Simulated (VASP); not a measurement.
A run of VASP 6.6.1:

The input INCAR:

```
PREC = Accurate
ENCUT = 520
EDIFF = 1E-6
ISMEAR = -1
SIGMA = 0.05
LREAL = False
LASPH = True
NELM = 100
ALGO = Normal
ISIF = 2
LWAVE = False
LCHARG = False
GGA = PE
NBANDS = 27
```

Contents of KPOINTS:

```
regular mesh
0
Gamma
  7 7 7
```

The input POSCAR:

```
KTaO3
1.0
    3.9883000000      0.0000000000      0.0000000000
    0.0000000000      3.9883000000      0.0000000000
    0.0000000000      0.0000000000      3.9883000000
Ta K O
1 1 3
Direct
   -0.0087940000      0.0063740000     -0.0131730000
    0.5086730000      0.4977750000      0.5225520000
   -0.0034950000      0.0010270000      0.4899110000
    0.0004730000      0.5042430000      0.0017690000
    0.4954080000      0.0073200000     -0.0041280000
```

Potentials or basis: VASP PAW PBE potentials, release 64 (Ta_pv, K_sv, O).

Run with:

```sh
$ cat potpaw_PBE.64/Ta_pv/POTCAR potpaw_PBE.64/K_sv/POTCAR potpaw_PBE.64/O/POTCAR > POTCAR
$ mpirun -np 1 vasp_std > vasp.out
```

Hardware: 1 thread of Intel(R) Xeon(R) Platinum 8488C (Sapphire Rapids), on a shared host.

Q: Estimate the wall time of this run.

A: It took 4 min on 1 thread of Intel(R) Xeon(R) Platinum 8488C (Sapphire Rapids), with other jobs on the host, peak memory 0.38 GiB. Counts: scf iterations 14, k points 172.
